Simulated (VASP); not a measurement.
# K (Im-3m) in VASP: a series of runs

The runs below take K through single point, with LDA.

Program: VASP 6.6.1. These are calculated values, not measurements. Logs are shortened: lines on timing, memory, paths and dates and some standing lists are left out, and cuts for length are marked.

### Step 1. The cell of the first run

The structure is cubic, space group Im-3m (No. 229). Conventional cell: a = 5.047 Å, b = 5.047 Å, c = 5.047 Å, α = 90.00°, β = 90.00°, γ = 90.00°. K (site symmetry m-3m) has 14 K at 4.37 to 5.05 Å within 5.7 Å.

### Step 2. Single point, LDA

Contents of INCAR:

```
ALGO = Normal
EDIFF = 1E-6
ENCUT = 520
ISIF = 2
ISMEAR = 0
LASPH = T
LCHARG = F
LREAL = F
LWAVE = F
NBANDS = 10
NELM = 100
PREC = Accurate
SIGMA = 0.05
```

Contents of KPOINTS:

```
k-points
0
Gamma
  12 12 12
```

Contents of POSCAR:

```
K
1.0
   -2.5235513146      2.5235513146      2.5235513146
    2.5235513146     -2.5235513146      2.5235513146
    2.5235513146      2.5235513146     -2.5235513146
K
1
Direct
    0.0000000000      0.0000000000      0.0000000000
```

Potentials or basis: VASP PAW LDA potentials, release 64 (K_sv).

Run with:

```sh
cat potpaw_LDA.64/K_sv/POTCAR > POTCAR
mpirun -np 1 vasp_std > vasp.out
```

OUTCAR:

```text
EDIFF = 1E-6
   ENCUT = 520
   ISIF = 2
   ISMEAR = 0
   LASPH = T
   LREAL = F
   NELM = 100
   PREC = Accurate

 ion  position               nearest neighbor table
   1  0.000  0.000  0.000-

  LATTYP: Found a body centered cubic cell.
 ALAT       =     5.0471026292

  Lattice vectors:

 A1 = (  -2.5235513146,   2.5235513146,   2.5235513146)
 A2 = (   2.5235513146,  -2.5235513146,   2.5235513146)
 A3 = (   2.5235513146,   2.5235513146,  -2.5235513146)

Analysis of symmetry for initial positions (statically):
=====================================================================
 Subroutine PRICEL returns:
 Original cell was already a primitive cell.

 Routine SETGRP: Setting up the symmetry group for a
 body centered cubic supercell.

 Subroutine GETGRP returns: Found 48 space group operations
 (whereof 48 operations were pure point group operations)
 out of a pool of 48 trial point group operations.

The static configuration has the point symmetry O_h .

Analysis of symmetry for dynamics (positions and initial velocities):
=====================================================================
 Subroutine PRICEL returns:
 Original cell was already a primitive cell.

 Routine SETGRP: Setting up the symmetry group for a
 body centered cubic supercell.

 Subroutine GETGRP returns: Found 48 space group operations
 (whereof 48 operations were pure point group operations)
 out of a pool of 48 trial point group operations.

The dynamic configuration has the point symmetry O_h .

 Subroutine INISYM returns: Found 48 space group operations
 (whereof 48 operations are pure point group operations),
 and found     1 'primitive' translations

----------------------------------------------------------------------------------------

                                     Primitive cell

  volume of cell :      64.2830

  direct lattice vectors                    reciprocal lattice vectors
    -2.523551315  2.523551315  2.523551315     0.000000000  0.198133478  0.198133478
     2.523551315 -2.523551315  2.523551315     0.198133478  0.000000000  0.198133478
     2.523551315  2.523551315 -2.523551315     0.198133478  0.198133478  0.000000000

  length of vectors
     4.370919092  4.370919092  4.370919092     0.280203052  0.280203052  0.280203052

  position of ions in fractional coordinates (direct lattice)
     0.000000000  0.000000000  0.000000000

  ion indices of the primitive-cell ions
   primitive index   ion index
                 1           1

----------------------------------------------------------------------------------------

 KPOINTS: k-points

Automatic generation of k-mesh.
 Grid dimensions read from file:
 generate k-points for:   12   12   12

 Generating k-lattice:

  Cartesian coordinates                     Fractional coordinates (reciprocal lattice)
     0.000000000  0.016511123  0.016511123     0.083333333  0.000000000  0.000000000
     0.016511123  0.000000000  0.016511123     0.000000000  0.083333333  0.000000000
     0.016511123  0.016511123  0.000000000     0.000000000  0.000000000  0.083333333

  Length of vectors
     0.023350254  0.023350254  0.023350254

  Shift w.r.t. Gamma in fractional coordinates (k-lattice)
     0.000000000  0.000000000  0.000000000

 Subroutine IBZKPT returns following result:
 ===========================================

 Found     72 irreducible k-points:

 Following reciprocal coordinates:
            Coordinates               Weight
  0.000000  0.000000  0.000000      1.000000
  0.083333  0.000000  0.000000     12.000000
  0.166667  0.000000  0.000000     12.000000
  0.250000  0.000000  0.000000     12.000000
  0.333333  0.000000  0.000000     12.000000
  0.416667  0.000000  0.000000     12.000000
[... 16 lines left out ...]
  0.333333  0.083333  0.083333     24.000000
  0.416667  0.083333  0.083333     12.000000
 [... further k-points ...]
   k-points           NKPTS =     72   k-points in BZ     NKDIM =     72   number of bands    NBANDS=     10
   number of dos      NEDOS =    301   number of ions     NIONS =      1
   total plane-waves  NPLWV =  46656
   dimension x,y,z NGX =    36 NGY =   36 NGZ =   36
   dimension x,y,z NGXF=    72 NGYF=   72 NGZF=   72
   ions per type =               1
   NGX,Y,Z   is equivalent  to a cutoff of  13.69, 13.69, 13.69 a.u.
   NGXF,Y,Z  is equivalent  to a cutoff of  27.38, 27.38, 27.38 a.u.
 SYSTEM =  unknown system
   PREC   = accura    normal or accurate (medium, high low for compatibility)
   ISTART =      0    job   : 0-new  1-cont  2-samecut
   ICHARG =      2    charge: 1-file 2-atom 10-const
   ISPIN  =      1    spin polarized calculation?
   LNONCOLLINEAR =      F non collinear calculations
   LSORBIT =      F    spin-orbit coupling
   LASPH  =      T    aspherical Exc in radial PAW
   ENCUT  =  520.0 eV  38.22 Ry    6.18 a.u.   8.13  8.13  8.13*2*pi/ulx,y,z
   NELM   =    100;   NELMIN=  2; NELMDL= -5     # of ELM steps
   EDIFF  = 0.1E-05   stopping-criterion for ELM
   LREAL  =      F    real-space projection
   EDIFFG = 0.1E-04   stopping-criterion for IOM
   NSW    =      0    number of steps for IOM
   IBRION =     -1    ionic relax: 0-MD 1-quasi-New 2-CG
   NFREE  =      0    steps in history (QN), initial steepest desc. (CG)
   ISIF   =      2    stress and relaxation
   ISYM   =      2    0-nonsym 1-usesym 2-fastsym
   POTIM  = 0.5000    time-step for ionic-motion
   TEBEG  =    0.0;   TEEND  =   0.0 temperature during run
   PSTRESS=    0.0 pullay stress
   NELECT =       9.0000    total number of electrons
   NUPDOWN=      -1.0000    fix difference up-down
   EMIN   =  10.00;   EMAX   =-10.00  energy-range for DOS
   EFERMI =   0.00;   METHOD = LEGACY
   ISMEAR =     0;   SIGMA  =   0.05  broadening in eV -4-tet -1-fermi 0-gaus
   EFERMI_NEDOS =   21; number of points for ismear=-14 and -15
   IALGO  =     38    algorithm
   IMIX   =      4    mixing-type and parameters
     AMIX     =   0.40;   BMIX     =  1.00
     AMIX_MAG =   1.60;   BMIX_MAG =  1.00
  volume/ion in A,a.u.               =      64.28       433.80
  Fermi-wavevector in a.u.,A,eV,Ry     =   0.850074  1.606407  9.831927  0.722626
  Thomas-Fermi vector in A             =   1.965995
   LORBIT       =      0    0 simple, 1 ext, 2 COOP (PROOUT), +10 PAW based schemes
   GGA     = CA    functional components
   LHFCALC =     F    Hartree Fock is set to
   AEXX    =    0.0000 exact exchange contribution
   IVDW    =     0    specifies the selected vdW correction
   LEPSILON=     F    determine dielectric tensor
   LRPA    =     F    only Hartree local field effects (RPA)
 non-spin polarized calculation
 Gauss-broadening in eV      SIGMA  =   0.05
  energy-cutoff  :      520.00
  volume of cell :       64.28
 maximum number of plane-waves:      1754
 NGX is ok and might be reduce to    36
   NGX = 17   NGY = 17   NGZ = 17

 number of electron       9.0000001 magnetization

 Free energy of the ion-electron system (eV)
  ---------------------------------------------------
  ext. energy  EPLUGINS =         0.00000000
  ---------------------------------------------------
  free energy    TOTEN  =        -1.16370983 eV

  energy without entropy =       -1.16212278  energy(sigma->0) =       -1.16291631

 E-fermi :  -0.0207     XC(G=0):  -6.2274

 val. band max:       -0.0347267624   @ k =   0.2500   0.2500   0.0000
 cond. band min:       0.0300082848   @ k =   0.3333   0.1667  -0.0000
 fundamental gap:      0.0647350473
 Fermi energy:        -0.0207444889

 k-point     1 :       0.0000    0.0000    0.0000
  band No.  band energies     occupation
      1     -31.7472      2.00000
      2     -15.4141      2.00000
      3     -15.4141      2.00000
      4     -15.4141      2.00000
      5      -2.3676      2.00000
      6       4.2753      0.00000
      7       4.2753      0.00000
      8       4.2753      0.00000
      9       5.3036      0.00000
     10       5.3036      0.00000

 k-point     2 :       0.0833    0.0000    0.0000
  band No.  band energies     occupation
      1     -31.7466      2.00000
      2     -15.4219      2.00000
      3     -15.4166      2.00000
      4     -15.4141      2.00000
      5      -2.2703      2.00000
      6       4.1573      0.00000
      7       4.1614      0.00000
      8       4.3571      0.00000
      9       5.1441      0.00000
     10       5.2861      0.00000

 k-point     3 :       0.1667    0.0000    0.0000
  band No.  band energies     occupation
      1     -31.7451      2.00000
      2     -15.4429      2.00000
      3     -15.4235      2.00000
      4     -15.4141      2.00000
      5      -1.9841      2.00000
      6       3.6857      0.00000
      7       3.8910      0.00000
      8       4.6000      0.00000
      9       5.0375      0.00000
     10       5.2639      0.00000

 k-point     4 :       0.2500    0.0000    0.0000
  band No.  band energies     occupation
      1     -31.7430      2.00000
      2     -15.4713      2.00000
      3     -15.4328      2.00000
      4     -15.4142      2.00000
      5      -1.5254      2.00000
      6       2.9756      0.00000
      7       3.5864      0.00000
      8       4.9964      0.00000
      9       5.1071      0.00000
     10       5.2946      0.00000
[... 222 lines left out ...]
 k-point    22 :       0.2500    0.0833    0.0833
  band No.  band energies     occupation
      1     -31.7406      2.00000
      2     -15.5003      2.00000
      3     -15.4421      2.00000
      4     -15.4209      2.00000
      5      -0.7493      2.00000
      6       2.2428      0.00000
      7       2.9546      0.00000
      8       5.1796      0.00000
      9       5.4794      0.00000
     10       5.5817      0.00000

 k-point    23 :       0.3333    0.0833    0.0833
  band No.  band energies     occupation
      1     -31.7392      2.00000
      2     -15.5142      2.00000
      3     -15.4520      2.00000
      4     -15.4213      2.00000
      5      -0.0484      1.56515
      6       1.5167      0.00000
      7       2.8032      0.00000
      8       4.9920      0.00000
      9       5.7538      0.00000
     10       5.8097      0.00000

 k-point    24 :       0.4167    0.0833    0.0833
  band No.  band energies     occupation
      1     -31.7387      2.00000
      2     -15.5191      2.00000
      3     -15.4558      2.00000
      4     -15.4214      2.00000
      5       0.5839      0.00000
      6       0.8818      0.00000
      7       2.7521      0.00000
      8       4.8743      0.00000
      9       5.8537      0.00000
     10       5.9697      0.00000

 [... further k-points ...]
[... 5 lines left out ...]
  --------------------------------------------------------------------------------------
  -------------------------------------------------------------------------------------
  Total       -0.0101301     -0.0101301     -0.0101301      0.0000000      0.0000000     -0.0000000
  in kB       -0.2524794     -0.2524794     -0.2524794      0.0000000      0.0000000     -0.0000000
  external PRESSURE =      -0.2524794 kB  Pullay stress =       0.0000000 kB

 VOLUME and BASIS-vectors are now :
 -----------------------------------------------------------------------------
  energy-cutoff  :      520.00
  volume of cell :       64.28
      direct lattice vectors                 reciprocal lattice vectors
    -2.523551315  2.523551315  2.523551315     0.000000000  0.198133478  0.198133478
     2.523551315 -2.523551315  2.523551315     0.198133478  0.000000000  0.198133478
     2.523551315  2.523551315 -2.523551315     0.198133478  0.198133478  0.000000000

 POSITION                                       TOTAL-FORCE (eV/Angst)
 -----------------------------------------------------------------------------------
      0.00000      0.00000      0.00000        -0.000000      0.000000     -0.000000
 -----------------------------------------------------------------------------------
    total drift:                               -0.000000      0.000000      0.000000

  FREE ENERGIE OF THE ION-ELECTRON SYSTEM (eV)
  ---------------------------------------------------
  free  energy   TOTEN  =        -1.1637098322 eV

  energy  without entropy=       -1.1621227781  energy(sigma->0) =       -1.16291631
```

It took 12 s on 1 thread of Intel Xeon 6975P-C (Granite Rapids), shared host; peak memory 0.18 GiB.

What came out:

- Free energy: -1.1637 eV
- Pressure: 0.0 GPa

### Step 3. Single point, LDA

This run uses another cell than the first one, of 71.53 Å³/atom, 1.113 times its volume.

Contents of INCAR:

```
PREC     = Accurate       # precision mode
ENCUT    = 520            # plane-wave cutoff, eV
EDIFF    = 1E-6           # SCF threshold, eV
ISMEAR   = 0              # smearing method
SIGMA    = 0.05           # smearing width, eV
LREAL    = F              # projectors in reciprocal space
LASPH    = T              # aspherical terms in the spheres
NELM     = 80             # most SCF steps
ALGO     = Normal         # electronic algorithm
ISIF     = 2              # what is computed and relaxed
LWAVE    = F              # write WAVECAR
LCHARG   = T              # write CHGCAR
LELF     = T              # ELF
LVHAR    = T            
NBANDS   = 10             # bands
```

Contents of KPOINTS:

```
Automatic mesh
0
Gamma
  12 12 12
```

Contents of POSCAR:

```
K
1.0
   -2.6150000000      2.6150000000      2.6150000000
    2.6150000000     -2.6150000000      2.6150000000
    2.6150000000      2.6150000000     -2.6150000000
K
1
Direct
    0.0000000000      0.0000000000      0.0000000000
```

Potentials or basis: VASP PAW LDA potentials, release 64 (K_sv).

Run with:

```sh
cat potpaw_LDA.64/K_sv/POTCAR > POTCAR
mpirun -np 1 vasp_std > vasp.out
```

Wall time 14 s (1 thread of Intel Xeon 6975P-C (Granite Rapids), shared host); peak memory 0.19 GiB.

Results (log left out):

| Quantity | Value |
| --- | --- |
| Free energy | -1.1537 eV |
| Pressure | -0.4 GPa |

Levels at points of the mesh, in eV from the Fermi level:
| k point | band 1 | band 2 | band 3 | band 4 | band 5 | band 6 | band 7 | band 8 |
| --- | --- | --- | --- | --- | --- | --- | --- | --- |
| (0.00, 0.00, 0.00) | -31.79 | -15.46 | -15.46 | -15.46 | -2.19 | 4.20 | 4.20 | 4.20 |
| (0.50, 0.00, 0.00) | -31.78 | -15.54 | -15.49 | -15.46 | 0.42 | 0.76 | 3.11 | 4.80 |
| (0.50, 0.50, 0.50) | -31.78 | -15.52 | -15.52 | -15.52 | 1.68 | 1.68 | 3.55 | 3.55 |
